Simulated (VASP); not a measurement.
**MgCdS4: single point with PBE**

The system is MgCdS4.

```
Mg Cd S
1.0
     6.83304    0.00000    0.00000
    -3.41652    5.91759    0.00000
     0.00000    0.00000    3.18771
Mg Cd S
1 1 4
Direct
  0.00000 0.00000 0.00000
  0.66667 0.33333 0.00000
  0.33333 0.66667 0.00000
  0.65570 0.82785 0.50000
  0.17215 0.82785 0.50000
  0.17215 0.34430 0.50000
```

```
Program             : VASP 6.6.1
Task                : single point
Functional          : PBE
Potentials or basis : VASP PAW PBE potentials, release 64 (Mg, Cd, S)
Cutoff              : 520 eV
k mesh              : 6 × 6 × 10
Occupations         : gaussian, width 0.1 eV
Spin                : no spin polarisation
```

| Item | Value |
| --- | --- |
| Pressure | -0.1 GPa |
| Largest force | 0.009 eV/Å |
| Band gap on the k mesh | zero (band 19 reaches 3.35 eV, above the bottom of band 20 at 3.05 eV) |

Forces on the atoms (eV/Å):
```
Mg   0.000  0.000  0.000
Cd   0.000  0.000  0.000
S    0.000  0.000  0.000
S    0.007  0.004  0.000
S   -0.007  0.004  0.000
S    0.000 -0.009  0.000
```

Stress tensor (GPa, compression positive):
```
-0.09  0.00  0.00
 0.00 -0.09  0.00
 0.00  0.00 -0.22
```

Levels at points of the mesh, in eV from the Fermi level:
| k point | band 17 | band 18 | band 19 | band 20 | band 21 | band 22 |
| --- | --- | --- | --- | --- | --- | --- |
| (0.00, 0.00, 0.00) | -0.63 | 0.00 | 0.00 | 1.35 | 1.35 | 1.80 |
| (0.50, 0.00, 0.00) | -0.84 | -0.23 | 0.00 | 0.87 | 1.93 | 2.15 |
| (0.00, 0.00, 0.50) | -0.44 | -0.40 | -0.40 | 0.12 | 0.82 | 1.25 |
| (0.50, 0.00, 0.50) | -1.15 | -1.07 | -0.18 | -0.17 | 0.63 | 2.37 |

Run time: 78 s on 1 thread of AMD EPYC 9R45 (Zen 5), on a shared host, peak memory 0.3 GiB.
